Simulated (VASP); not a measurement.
# CrCN (P-6m2) in VASP: relaxation of cell and atoms with PBE

Aim: the relaxation of cell and atoms of CrCN with PBE.

Everything below comes from runs of VASP 6.6.1. Logs are shortened: lines on timing, memory, paths and dates and some standing lists are left out, and cuts for length are marked.

## 1. The cell of the first run

The structure is hexagonal, space group P-6m2 (No. 187). The conventional cell has a = 3.224 Å, b = 3.224 Å, c = 2.898 Å, α = 90.00°, β = 90.00°, γ = 120.00°. Cr (site symmetry -6m2) has 3 C at 1.86 Å and 6 N at 2.36 Å within 2.5 Å. C (site symmetry -6m2) has 3 Cr at 1.86 Å and 6 N at 2.36 Å within 2.5 Å. N (site symmetry -6m2) has 6 Cr at 2.36 Å and 6 C at 2.36 Å and 8 N at 2.90 to 3.22 Å within 3.3 Å.

The cell was generated, and may not be a known phase.

## 2. Relaxation of cell and atoms, PBE, collinear spin, ferromagnetic start

INCAR

```
PREC = Accurate
ENCUT = 600
EDIFF = 1E-6
ISMEAR = 0
SIGMA = 0.1
LREAL = False
LASPH = True
NELM = 150
ALGO = Normal
ISIF = 3
LWAVE = False
LCHARG = False
ISPIN = 2
MAGMOM = 0.53 0 0
LORBIT = 11
LMAXMIX = 4
GGA = PE
IBRION = 2
NSW = 100
EDIFFG = -0.01
KPAR = 4
```

KPOINTS

```
Automatic mesh
0
Gamma
  18 18 16
```

POSCAR

```
CrCN
1.0
    3.2239046417      0.0000000000      0.0000000000
   -1.6119523208      2.7919833191      0.0000000000
    0.0000000000      0.0000000000      2.8980856535
Cr C N
1 1 1
Direct
    0.3333333333      0.6666666667      0.5000000000
    0.6666666667      0.3333333333      0.5000000000
    0.0000000000      0.0000000000      0.0000000000
```

Potentials or basis: VASP PAW PBE potentials, release 64 (Cr_pv, C, N).

On the command line:

```console
$ cat potpaw_PBE.64/Cr_pv/POTCAR potpaw_PBE.64/C/POTCAR potpaw_PBE.64/N/POTCAR > POTCAR
$ mpirun -np 4 vasp_std > vasp.out
```

OUTCAR:

```text
PREC = Accurate
   ENCUT = 600
   EDIFF = 1E-6
   ISMEAR = 0
   LREAL = False
   LASPH = True
   NELM = 150
   ISIF = 3
   ISPIN = 2
   LORBIT = 11
   GGA = PE
   IBRION = 2
   NSW = 100
   EDIFFG = -0.01

 ion  position               nearest neighbor table
   1  0.333  0.667  0.500-   2 1.86   2 1.86   2 1.86   3 2.36   3 2.36   3 2.36   3 2.36   3 2.36
                             3 2.36
   2  0.667  0.333  0.500-   1 1.86   1 1.86   1 1.86
   3  0.000  0.000  0.000-   1 2.36   1 2.36   1 2.36   1 2.36   1 2.36   1 2.36

  LATTYP: Found a hexagonal cell.
 ALAT       =     3.2239046417
 C/A-ratio  =     0.8989365306

  Lattice vectors:

 A1 = (   3.2239046417,   0.0000000000,   0.0000000000)
 A2 = (  -1.6119523208,   2.7919833191,   0.0000000000)
 A3 = (   0.0000000000,   0.0000000000,   2.8980856535)

Analysis of symmetry for initial positions (statically):
=====================================================================
 Subroutine PRICEL returns:
 Original cell was already a primitive cell.

 Routine SETGRP: Setting up the symmetry group for a
 hexagonal supercell.

 Subroutine GETGRP returns: Found 12 space group operations
 (whereof 12 operations were pure point group operations)
 out of a pool of 24 trial point group operations.

The static configuration has the point symmetry D_3h.

Analysis of symmetry for dynamics (positions and initial velocities):
=====================================================================
 Subroutine PRICEL returns:
 Original cell was already a primitive cell.

 Routine SETGRP: Setting up the symmetry group for a
 hexagonal supercell.

 Subroutine GETGRP returns: Found 12 space group operations
 (whereof 12 operations were pure point group operations)
 out of a pool of 24 trial point group operations.

The dynamic configuration has the point symmetry D_3h.

Analysis of structural, dynamic, and magnetic symmetry:
=====================================================================
 Subroutine PRICEL returns:
 Original cell was already a primitive cell.

 Routine SETGRP: Setting up the symmetry group for a
 hexagonal supercell.

 Subroutine GETGRP returns: Found 12 space group operations
 (whereof 12 operations were pure point group operations)
 out of a pool of 24 trial point group operations.

The overall configuration has the point symmetry D_3h.

 Subroutine INISYM returns: Found 12 space group operations
 (whereof 12 operations are pure point group operations),
 and found     1 'primitive' translations

----------------------------------------------------------------------------------------

                                     Primitive cell

  volume of cell :      26.0859

  direct lattice vectors                    reciprocal lattice vectors
     3.223904642  0.000000000  0.000000000     0.310182872  0.179084164  0.000000000
    -1.611952321  2.791983319  0.000000000     0.000000000  0.358168329  0.000000000
     0.000000000  0.000000000  2.898085653     0.000000000  0.000000000  0.345055364

  length of vectors
     3.223904642  3.223904642  2.898085653     0.358168329  0.358168329  0.345055364

  position of ions in fractional coordinates (direct lattice)
     0.333333333  0.666666667  0.500000000
     0.666666667  0.333333333  0.500000000
     0.000000000  0.000000000  0.000000000

  ion indices of the primitive-cell ions
   primitive index   ion index
                 1           1
                 2           2
                 3           3

----------------------------------------------------------------------------------------

 KPOINTS: Automatic mesh

Automatic generation of k-mesh.
 Grid dimensions read from file:
 generate k-points for:   18   18   16

 Generating k-lattice:

  Cartesian coordinates                     Fractional coordinates (reciprocal lattice)
     0.017232382  0.009949120  0.000000000     0.055555556 -0.000000000  0.000000000
     0.000000000  0.019898241  0.000000000     0.000000000  0.055555556  0.000000000
     0.000000000  0.000000000  0.021565960     0.000000000  0.000000000  0.062500000

  Length of vectors
     0.019898240  0.019898241  0.021565960

  Shift w.r.t. Gamma in fractional coordinates (k-lattice)
     0.000000000  0.000000000  0.000000000

 Subroutine IBZKPT returns following result:
 ===========================================

 Found    333 irreducible k-points:

 Following reciprocal coordinates:
            Coordinates               Weight
  0.000000  0.000000  0.000000      1.000000
  0.055556  0.000000  0.000000      6.000000
  0.111111  0.000000  0.000000      6.000000
  0.166667  0.000000  0.000000      6.000000
  0.222222  0.000000  0.000000      6.000000
  0.277778  0.000000  0.000000      6.000000
[... 16 lines left out ...]
  0.333333  0.111111  0.000000     12.000000
  0.388889  0.111111  0.000000     12.000000
 [... further k-points ...]
   k-points           NKPTS =    333   k-points in BZ     NKDIM =    333   number of bands    NBANDS=     14
   number of dos      NEDOS =    301   number of ions     NIONS =      3
   total plane-waves  NPLWV =  18816
   dimension x,y,z NGX =    28 NGY =   28 NGZ =   24
   dimension x,y,z NGXF=    56 NGYF=   56 NGZF=   48
   ions per type =               1   1   1
   NGX,Y,Z   is equivalent  to a cutoff of  14.44, 14.44, 13.77 a.u.
   NGXF,Y,Z  is equivalent  to a cutoff of  28.88, 28.88, 27.53 a.u.
 SYSTEM =  unknown system
   PREC   = accura    normal or accurate (medium, high low for compatibility)
   ISTART =      0    job   : 0-new  1-cont  2-samecut
   ICHARG =      2    charge: 1-file 2-atom 10-const
   ISPIN  =      2    spin polarized calculation?
   LNONCOLLINEAR =      F non collinear calculations
   LSORBIT =      F    spin-orbit coupling
   LASPH  =      T    aspherical Exc in radial PAW
   ENCUT  =  600.0 eV  44.10 Ry    6.64 a.u.   6.44  6.44  5.79*2*pi/ulx,y,z
   NELM   =    150;   NELMIN=  2; NELMDL= -5     # of ELM steps
   EDIFF  = 0.1E-05   stopping-criterion for ELM
   LREAL  =      F    real-space projection
   EDIFFG = -.1E-01   stopping-criterion for IOM
   NSW    =    100    number of steps for IOM
   IBRION =      2    ionic relax: 0-MD 1-quasi-New 2-CG
   NFREE  =      1    steps in history (QN), initial steepest desc. (CG)
   ISIF   =      3    stress and relaxation
   ISYM   =      2    0-nonsym 1-usesym 2-fastsym
   POTIM  = 0.5000    time-step for ionic-motion
   TEBEG  =    0.0;   TEEND  =   0.0 temperature during run
   PSTRESS=    0.0 pullay stress
   NELECT =      21.0000    total number of electrons
   NUPDOWN=      -1.0000    fix difference up-down
   EMIN   =  10.00;   EMAX   =-10.00  energy-range for DOS
   EFERMI =   0.00;   METHOD = LEGACY
   ISMEAR =     0;   SIGMA  =   0.10  broadening in eV -4-tet -1-fermi 0-gaus
   EFERMI_NEDOS =   21; number of points for ismear=-14 and -15
   IALGO  =     38    algorithm
   IMIX   =      4    mixing-type and parameters
     AMIX     =   0.40;   BMIX     =  1.00
     AMIX_MAG =   1.60;   BMIX_MAG =  1.00
  volume/ion in A,a.u.               =       8.70        58.68
  Fermi-wavevector in a.u.,A,eV,Ry     =   1.522927  2.877915 31.556097  2.319308
  Thomas-Fermi vector in A             =   2.631440
   LORBIT       =     11    0 simple, 1 ext, 2 COOP (PROOUT), +10 PAW based schemes
   GGA     = PE    functional components
   LHFCALC =     F    Hartree Fock is set to
   AEXX    =    0.0000 exact exchange contribution
   IVDW    =     0    specifies the selected vdW correction
   LEPSILON=     F    determine dielectric tensor
   LRPA    =     F    only Hartree local field effects (RPA)
 conjugate gradient relaxation of ions
 spin polarized calculation
 Gauss-broadening in eV      SIGMA  =   0.10
  energy-cutoff  :      600.00
  volume of cell :       26.09
 maximum number of plane-waves:       890
 NGX is ok and might be reduce to    28
   NGX = 13   NGY = 13   NGZ = 11

--------------------------------------- Ionic step        1  -------------------------------------------

 number of electron      21.0000000 magnetization       0.5300000

 number of electron      20.9999995 magnetization      -0.0203082

 Free energy of the ion-electron system (eV)
  ---------------------------------------------------
  ext. energy  EPLUGINS =         0.00000000
  ---------------------------------------------------
  free energy    TOTEN  =       -22.60702603 eV

  energy without entropy =      -22.59202899  energy(sigma->0) =      -22.59952751

------------------------ aborting loop because EDIFF is reached ----------------------------------------

  FORCE on cell =-STRESS in cart. coord.  units (eV):
  Direction    XX          YY          ZZ          XY          YZ          ZX
  --------------------------------------------------------------------------------------
  -------------------------------------------------------------------------------------
  Total       -0.2560945     -0.2560945     -0.0600680     -0.0000000      0.0000000      0.0000000
  in kB      -15.7291292    -15.7291292     -3.6893280     -0.0000000      0.0000000      0.0000000
  external PRESSURE =     -11.7158622 kB  Pullay stress =       0.0000000 kB
[... 59 lines left out ...]
  energy  without entropy=      -22.5926478436  energy(sigma->0) =      -22.59996421

--------------------------------------- Ionic step        3  -------------------------------------------

 number of electron      20.9999994 magnetization      -0.0302501

 Free energy of the ion-electron system (eV)
  ---------------------------------------------------
  ext. energy  EPLUGINS =         0.00000000
  ---------------------------------------------------
  free energy    TOTEN  =       -22.60772521 eV

  energy without entropy =      -22.59294393  energy(sigma->0) =      -22.60033457

 E-fermi :   8.2792     XC(G=0): -12.9219

 val. band max:        8.2789045421   @ k =   0.3889   0.2222   0.1875
 cond. band min:       8.2793743095   @ k =   0.2778   0.2222   0.5000
 fundamental gap:      0.0004697674
 Fermi energy:         8.2792210414

 spin component 1

 k-point     1 :       0.0000    0.0000    0.0000
  band No.  band energies     occupation
      1     -35.0699      1.00000
      2     -35.0699      1.00000
      3     -35.0217      1.00000
      4      -8.3159      1.00000
      5       0.3411      1.00000
      6       2.7800      1.00000
      7       2.7800      1.00000
      8       5.5568      1.00000
      9       7.1991      1.00000
     10       8.1997      0.86963
     11       8.1997      0.86963
     12       8.6076      0.00000
     13       8.6076      0.00000
     14      12.0669      0.00000
[... 376 lines left out ...]
  band No.  band energies     occupation
      1     -35.1615      1.00000
      2     -35.1026      1.00000
      3     -35.0121      1.00000
      4      -6.3139      1.00000
      5      -2.7321      1.00000
      6       3.2553      1.00000
      7       5.1014      1.00000
      8       5.1123      1.00000
      9       6.1548      1.00000
     10       6.9222      1.00000
     11       7.7442      1.00000
     12       9.2627      0.00000
     13       9.7112      0.00000
     14      11.9382      0.00000

 [... further k-points ...]

 spin component 2

 k-point     1 :       0.0000    0.0000    0.0000
  band No.  band energies     occupation
      1     -35.0934      1.00000
      2     -35.0934      1.00000
      3     -35.0604      1.00000
      4      -8.3191      1.00000
      5       0.3378      1.00000
      6       2.7746      1.00000
      7       2.7746      1.00000
      8       5.5499      1.00000
      9       7.1719      1.00000
     10       8.1968      0.87821
     11       8.1968      0.87821
     12       8.5763      0.00001
     13       8.5763      0.00001
     14      12.0609      0.00000
[... 421 lines left out ...]
  FREE ENERGIE OF THE ION-ELECTRON SYSTEM (eV)
  ---------------------------------------------------
  free  energy   TOTEN  =       -22.6077252146 eV

  energy  without entropy=      -22.5929439306  energy(sigma->0) =      -22.60033457

 reached required accuracy - stopping structural energy minimisation

 total charge

# of ion       s       p       d       tot
------------------------------------------
    1        0.384   6.409   4.380  11.173
    2        0.960   1.430   0.000   2.390
    3        1.338   2.113   0.000   3.451
--------------------------------------------------
tot          2.682   9.952   4.380  17.014

 magnetization (x)

# of ion       s       p       d       tot
------------------------------------------
    1       -0.001  -0.000  -0.027  -0.028
    2        0.000   0.001   0.000   0.001
    3       -0.001  -0.001   0.000  -0.002
--------------------------------------------------
tot         -0.001  -0.000  -0.027  -0.029
```

Run time: 3.4 min. Hardware: 4 MPI ranks of Oxide Virtual Turin-like, shared host; peak memory 0.35 GiB.

What came out:

* Free energy: -22.6077 eV
* Relaxed volume: 8.65 Å³/atom
* Relaxed cell: a = 3.216 Å, b = 3.216 Å, c = 2.896 Å, α = 90.00°, β = 90.00°, γ = 120.00°
* Space group after relaxing (to 0.1 Å): P-6m2 (No. 187)
* Energy gained by relaxing: 0.2 meV/atom
* Ionic steps: 3
* Pressure after relaxing: 0.0 GPa
* Net moment: -0.03 μB per cell
* Site moments: Cr -0.03; C +0.00; N -0.00 μB
* Valence electrons inside the program's atomic spheres: Cr 11.17; C 2.39; N 3.45

Step by step:
| step | energy change (eV) | largest force (eV/Å) | pressure (GPa) | volume (Å³) |
| --- | --- | --- | --- | --- |
| 1 | 0.0000 | 0.0000 | -1.17 | 26.09 |
| 2 | -0.0003 | 0.0000 | 1.11 | 25.85 |
| 3 | -0.0007 | 0.0000 | 0.01 | 25.95 |

Final structure:
```
CELL_PARAMETERS angstrom
3.21621 0.00000 0.00000
-1.60810 2.78532 0.00000
0.00000 0.00000 2.89646
ATOMIC_POSITIONS crystal
Cr 0.33333 0.66667 0.50000
C 0.66667 0.33333 0.50000
N 0.00000 0.00000 0.00000
```

Caveat: the moments typed at the start vanished in this run. With open d or f shells a metallic result of PBE can be an artefact of self-interaction; +U or a hybrid may open a gap.
